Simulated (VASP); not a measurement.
# AlGa3N4 (P-4) in VASP: single point with PBEsol

Aim: the single point of AlGa3N4 with PBEsol.

Program: VASP 6.6.1. These are calculated values, not measurements. Logs are shortened: lines on timing, memory, paths and dates and some standing lists are left out, and cuts for length are marked.

### Step 1. The cell of the first run

It takes space group P-4 (No. 81, tetragonal). The conventional cell has a = 4.468 Å, b = 4.468 Å, c = 4.468 Å, α = 90.00°, β = 90.00°, γ = 90.00°. Al (site symmetry -4) has 4 N at 1.90 Å within 2.5 Å. Within 2.6 Å of Ga (site symmetry -4) lie 4 N at 1.95 Å. Ga (site symmetry 2) has 4 N at 1.92 to 1.98 Å within 2.6 Å. N (site symmetry 1) has 1 Al at 1.90 Å and 3 Ga at 1.92 to 1.98 Å within 2.5 Å.

### Step 2. Single point, PBEsol (atoms displaced along a vibrational mode)

INCAR

```
PREC     = Accurate       # precision mode
ENCUT    = 520            # plane-wave cutoff, eV
EDIFF    = 1E-7           # SCF threshold, eV
ISMEAR   = 0              # smearing method
SIGMA    = 0.05           # smearing width, eV
LREAL    = False          # projectors in reciprocal space
LASPH    = True           # aspherical terms in the spheres
NELM     = 100            # most SCF steps
ALGO     = Normal         # electronic algorithm
ISIF     = 2              # what is computed and relaxed
LWAVE    = False          # write WAVECAR
LCHARG   = False          # write CHGCAR
GGA      = PS             # functional
NBANDS   = 41             # bands
```

KPOINTS

```
regular mesh
0
Gamma
  6 6 6
```

POSCAR

```
AlGa3N4
1.0
    4.4676279205      0.0000000000      0.0000000000
    0.0000000000      4.4676279205      0.0000000000
    0.0000000000      0.0000000000      4.4676279205
Al Ga N
1 3 4
Direct
    0.0000000000      0.0000000000      0.0000000000
    0.5000000000      0.5000000000      0.0000000000
    0.5000000000      0.0000000000      0.5279790534
    0.0000000000      0.5000000000      0.4720209466
    0.7463815254      0.7636803166      0.2449690790
    0.7636803166      0.2536184746      0.7550309210
    0.2363196834      0.7463815254      0.7550309210
    0.2536184746      0.2363196834      0.2449690790
```

Potentials or basis: VASP PAW PBE potentials, release 64 (Al, Ga_d, N).

Command:

```console
> cat potpaw_PBE.64/Al/POTCAR potpaw_PBE.64/Ga_d/POTCAR potpaw_PBE.64/N/POTCAR > POTCAR
> mpirun -np 1 vasp_std > vasp.out
```

OUTCAR:

```text
PREC = Accurate
   ENCUT = 520
   EDIFF = 1E-7
   ISMEAR = 0
   LREAL = False
   LASPH = True
   NELM = 100
   ISIF = 2
   GGA = PS

 ion  position               nearest neighbor table
   1  0.000  0.000  0.000-   5 1.90   6 1.90   7 1.90   8 1.90   3 3.07   4 3.07   4 3.07   3 3.07

   2  0.500  0.500  0.000-   5 1.95   6 1.95   7 1.95   8 1.95
   3  0.500  0.000  0.528-   6 1.92   7 1.92   5 1.98   8 1.98   1 3.07   1 3.07
   4  0.000  0.500  0.472-   5 1.92   8 1.92   7 1.98   6 1.98   1 3.07   1 3.07
   5  0.746  0.764  0.245-   1 1.90   4 1.92   2 1.95   3 1.98
   6  0.764  0.254  0.755-   1 1.90   3 1.92   2 1.95   4 1.98
   7  0.236  0.746  0.755-   1 1.90   3 1.92   2 1.95   4 1.98
   8  0.254  0.236  0.245-   1 1.90   4 1.92   2 1.95   3 1.98

  LATTYP: Found a simple cubic cell.
 ALAT       =     4.4676279205

  Lattice vectors:

 A1 = (   4.4676279205,   0.0000000000,   0.0000000000)
 A2 = (   0.0000000000,   4.4676279205,   0.0000000000)
 A3 = (   0.0000000000,   0.0000000000,   4.4676279205)

Analysis of symmetry for initial positions (statically):
=====================================================================
 Subroutine PRICEL returns:
 Original cell was already a primitive cell.

 Routine SETGRP: Setting up the symmetry group for a
 simple cubic supercell.

 Subroutine GETGRP returns: Found  4 space group operations
 (whereof  4 operations were pure point group operations)
 out of a pool of 48 trial point group operations.

The static configuration has the point symmetry S_4 .

Analysis of symmetry for dynamics (positions and initial velocities):
=====================================================================
 Subroutine PRICEL returns:
 Original cell was already a primitive cell.

 Routine SETGRP: Setting up the symmetry group for a
 simple cubic supercell.

 Subroutine GETGRP returns: Found  4 space group operations
 (whereof  4 operations were pure point group operations)
 out of a pool of 48 trial point group operations.

The dynamic configuration has the point symmetry S_4 .

 Subroutine INISYM returns: Found  4 space group operations
 (whereof  4 operations are pure point group operations),
 and found     1 'primitive' translations

----------------------------------------------------------------------------------------

                                     Primitive cell

  volume of cell :      89.1725

  direct lattice vectors                    reciprocal lattice vectors
     4.467627921  0.000000000  0.000000000     0.223832427  0.000000000  0.000000000
     0.000000000  4.467627921  0.000000000     0.000000000  0.223832427  0.000000000
     0.000000000  0.000000000  4.467627921     0.000000000  0.000000000  0.223832427

  length of vectors
     4.467627921  4.467627921  4.467627921     0.223832427  0.223832427  0.223832427

  position of ions in fractional coordinates (direct lattice)
     0.000000000  0.000000000  0.000000000
     0.500000000  0.500000000  0.000000000
     0.500000000  0.000000000  0.527979053
     0.000000000  0.500000000  0.472020947
     0.746381525  0.763680317  0.244969079
     0.763680317  0.253618475  0.755030921
     0.236319683  0.746381525  0.755030921
     0.253618475  0.236319683  0.244969079

  ion indices of the primitive-cell ions
   primitive index   ion index
                 1           1
                 2           2
                 3           3
                 4           4
                 5           5
                 6           6
                 7           7
                 8           8

----------------------------------------------------------------------------------------

 KPOINTS: regular mesh

Automatic generation of k-mesh.
 Grid dimensions read from file:
 generate k-points for:    6    6    6

 Generating k-lattice:

  Cartesian coordinates                     Fractional coordinates (reciprocal lattice)
     0.037305404  0.000000000  0.000000000     0.166666667  0.000000000  0.000000000
     0.000000000  0.037305404  0.000000000     0.000000000  0.166666667  0.000000000
     0.000000000  0.000000000  0.037305404     0.000000000  0.000000000  0.166666667

  Length of vectors
     0.037305404  0.037305404  0.037305404

  Shift w.r.t. Gamma in fractional coordinates (k-lattice)
     0.000000000  0.000000000  0.000000000

 Subroutine IBZKPT returns following result:
 ===========================================

 Found     44 irreducible k-points:

 Following reciprocal coordinates:
            Coordinates               Weight
  0.000000  0.000000  0.000000      1.000000
  0.166667  0.000000  0.000000      4.000000
  0.000000  0.000000  0.166667      2.000000
  0.333333  0.000000  0.000000      4.000000
  0.000000  0.000000  0.333333      2.000000
  0.500000  0.000000  0.000000      2.000000
[... 16 lines left out ...]
  0.000000  0.500000  0.500000      2.000000
  0.166667  0.166667  0.166667      8.000000
 [... further k-points ...]
   k-points           NKPTS =     44   k-points in BZ     NKDIM =     44   number of bands    NBANDS=     41
   number of dos      NEDOS =    301   number of ions     NIONS =      8
   total plane-waves  NPLWV =  46656
   dimension x,y,z NGX =    36 NGY =   36 NGZ =   36
   dimension x,y,z NGXF=    72 NGYF=   72 NGZF=   72
   ions per type =               1   3   4
   NGX,Y,Z   is equivalent  to a cutoff of  13.40, 13.40, 13.40 a.u.
   NGXF,Y,Z  is equivalent  to a cutoff of  26.79, 26.79, 26.79 a.u.
 SYSTEM =  unknown system
   PREC   = accura    normal or accurate (medium, high low for compatibility)
   ISTART =      0    job   : 0-new  1-cont  2-samecut
   ICHARG =      2    charge: 1-file 2-atom 10-const
   ISPIN  =      1    spin polarized calculation?
   LNONCOLLINEAR =      F non collinear calculations
   LSORBIT =      F    spin-orbit coupling
   LASPH  =      T    aspherical Exc in radial PAW
   ENCUT  =  520.0 eV  38.22 Ry    6.18 a.u.   8.31  8.31  8.31*2*pi/ulx,y,z
   NELM   =    100;   NELMIN=  2; NELMDL= -5     # of ELM steps
   EDIFF  = 0.1E-06   stopping-criterion for ELM
   LREAL  =      F    real-space projection
   EDIFFG = 0.1E-05   stopping-criterion for IOM
   NSW    =      0    number of steps for IOM
   IBRION =     -1    ionic relax: 0-MD 1-quasi-New 2-CG
   NFREE  =      0    steps in history (QN), initial steepest desc. (CG)
   ISIF   =      2    stress and relaxation
   ISYM   =      2    0-nonsym 1-usesym 2-fastsym
   POTIM  = 0.5000    time-step for ionic-motion
   TEBEG  =    0.0;   TEEND  =   0.0 temperature during run
   PSTRESS=    0.0 pullay stress
   NELECT =      62.0000    total number of electrons
   NUPDOWN=      -1.0000    fix difference up-down
   EMIN   =  10.00;   EMAX   =-10.00  energy-range for DOS
   EFERMI =   0.00;   METHOD = LEGACY
   ISMEAR =     0;   SIGMA  =   0.05  broadening in eV -4-tet -1-fermi 0-gaus
   EFERMI_NEDOS =   21; number of points for ismear=-14 and -15
   IALGO  =     38    algorithm
   IMIX   =      4    mixing-type and parameters
     AMIX     =   0.40;   BMIX     =  1.00
     AMIX_MAG =   1.60;   BMIX_MAG =  1.00
  volume/ion in A,a.u.               =      11.15        75.22
  Fermi-wavevector in a.u.,A,eV,Ry     =   1.450313  2.740694 28.618599  2.103408
  Thomas-Fermi vector in A             =   2.567939
   LORBIT       =      0    0 simple, 1 ext, 2 COOP (PROOUT), +10 PAW based schemes
   GGA     = PS    functional components
   LHFCALC =     F    Hartree Fock is set to
   AEXX    =    0.0000 exact exchange contribution
   IVDW    =     0    specifies the selected vdW correction
   LEPSILON=     F    determine dielectric tensor
   LRPA    =     F    only Hartree local field effects (RPA)
 non-spin polarized calculation
 Gauss-broadening in eV      SIGMA  =   0.05
  energy-cutoff  :      520.00
  volume of cell :       89.17
 maximum number of plane-waves:      2469
 NGX is ok and might be reduce to    36
   NGX = 17   NGY = 17   NGZ = 17

 number of electron      61.9999965 magnetization

 Free energy of the ion-electron system (eV)
  ---------------------------------------------------
  ext. energy  EPLUGINS =         0.00000000
  ---------------------------------------------------
  free energy    TOTEN  =       -54.81389654 eV

  energy without entropy =      -54.81389654  energy(sigma->0) =      -54.81389654

 E-fermi :   5.5175     XC(G=0): -11.7477

 val. band max:        5.3110282948   @ k =   0.0000   0.0000   0.0000
 cond. band min:       7.5893738584   @ k =   0.0000   0.0000   0.0000
 fundamental gap:      2.2783455636
 Fermi energy:         5.5175103937

 k-point     1 :       0.0000    0.0000    0.0000
  band No.  band energies     occupation
      1     -10.3749      2.00000
      2      -9.0900      2.00000
      3      -9.0627      2.00000
      4      -9.0627      2.00000
      5      -7.8168      2.00000
      6      -7.7968      2.00000
[... 33 lines left out ...]
     40      16.1222      0.00000
     41      16.1224      0.00000

 k-point     2 :       0.1667    0.0000    0.0000
  band No.  band energies     occupation
      1     -10.2612      2.00000
      2      -9.1057      2.00000
      3      -9.0865      2.00000
      4      -9.0663      2.00000
      5      -7.8126      2.00000
      6      -7.7947      2.00000
[... 33 lines left out ...]
     40      16.0545      0.00000
     41      16.3393      0.00000

 k-point     3 :       0.0000    0.0000    0.1667
  band No.  band energies     occupation
      1     -10.2622      2.00000
      2      -9.1273      2.00000
      3      -9.0645      2.00000
      4      -9.0645      2.00000
      5      -7.8096      2.00000
      6      -7.7946      2.00000
[... 33 lines left out ...]
     40      16.3327      0.00000
     41      16.3356      0.00000

 k-point     4 :       0.3333    0.0000    0.0000
  band No.  band energies     occupation
      1      -9.9554      2.00000
      2      -9.2497      2.00000
      3      -9.0876      2.00000
      4      -9.0747      2.00000
      5      -7.7863      2.00000
      6      -7.7796      2.00000
[... 825 lines left out ...]
     40      15.0697      0.00000
     41      15.0750      0.00000

 k-point    23 :       0.0000    0.5000    0.5000
  band No.  band energies     occupation
      1      -9.3980      2.00000
      2      -9.2541      2.00000
      3      -9.2378      2.00000
      4      -9.1841      2.00000
      5      -7.7947      2.00000
      6      -7.7859      2.00000
[... 33 lines left out ...]
     40      14.7653      0.00000
     41      15.0978      0.00000

 k-point    24 :       0.1667    0.1667    0.1667
  band No.  band energies     occupation
      1     -10.0580      2.00000
      2      -9.1378      2.00000
      3      -9.1049      2.00000
      4      -9.0923      2.00000
      5      -7.7979      2.00000
      6      -7.7888      2.00000
[... 33 lines left out ...]
     40      16.1804      0.00000
     41      16.4991      0.00000

 [... further k-points ...]
[... 5 lines left out ...]
  --------------------------------------------------------------------------------------
  -------------------------------------------------------------------------------------
  Total       -0.0392250     -0.0392250     -0.4159715     -0.0000001      0.0000000      0.0000000
  in kB       -0.7047629     -0.7047629     -7.4738287     -0.0000022      0.0000000      0.0000000
  external PRESSURE =      -2.9611182 kB  Pullay stress =       0.0000000 kB

 VOLUME and BASIS-vectors are now :
 -----------------------------------------------------------------------------
  energy-cutoff  :      520.00
  volume of cell :       89.17
      direct lattice vectors                 reciprocal lattice vectors
     4.467627921  0.000000000  0.000000000     0.223832427  0.000000000  0.000000000
     0.000000000  4.467627921  0.000000000     0.000000000  0.223832427  0.000000000
     0.000000000  0.000000000  4.467627921     0.000000000  0.000000000  0.223832427

 POSITION                                       TOTAL-FORCE (eV/Angst)
 -----------------------------------------------------------------------------------
      0.00000      0.00000      0.00000         0.000000      0.000000      0.000000
      2.23381      2.23381      0.00000         0.000000      0.000000      0.000000
      2.23381      0.00000      2.35881         0.000000      0.000000     -1.119350
      0.00000      2.23381      2.10881         0.000000      0.000000      1.119350
      3.33455      3.41184      1.09443         0.085232     -0.086229      0.023069
      3.41184      1.13307      3.37320        -0.086229     -0.085232     -0.023069
      1.05579      3.33455      3.37320         0.086229      0.085232     -0.023069
      1.13307      1.05579      1.09443        -0.085232      0.086229      0.023069
 -----------------------------------------------------------------------------------
    total drift:                               -0.000000     -0.000000      0.000000

  FREE ENERGIE OF THE ION-ELECTRON SYSTEM (eV)
  ---------------------------------------------------
  free  energy   TOTEN  =       -54.8138965403 eV

  energy  without entropy=      -54.8138965403  energy(sigma->0) =      -54.81389654
```

Run time: 3.9 min. Hardware: 1 thread of AMD EPYC 7R43 (Zen 3), shared host; peak memory 0.25 GiB.

Results:

| Property | Result |
| --- | --- |
| Free energy | -54.8139 eV |
| Pressure | -0.3 GPa |
| Largest force | 1.119 eV/Å |
| Band gap on the k mesh | 2.28 eV |

Forces on the atoms (eV/Å):
```
Al   0.000  0.000  0.000
Ga   0.000  0.000  0.000
Ga   0.000  0.000 -1.119
Ga   0.000  0.000  1.119
N    0.085 -0.086  0.023
N   -0.086 -0.085 -0.023
N    0.086  0.085 -0.023
N   -0.085  0.086  0.023
```

Stress tensor (GPa, compression positive):
```
-0.07  0.00  0.00
 0.00 -0.07  0.00
 0.00  0.00 -0.75
```

Caveat: the cell differs from its parent crystal (atoms displaced along a vibrational mode); the PAW data sets were made with another functional, which shifts forces and pressure a little.
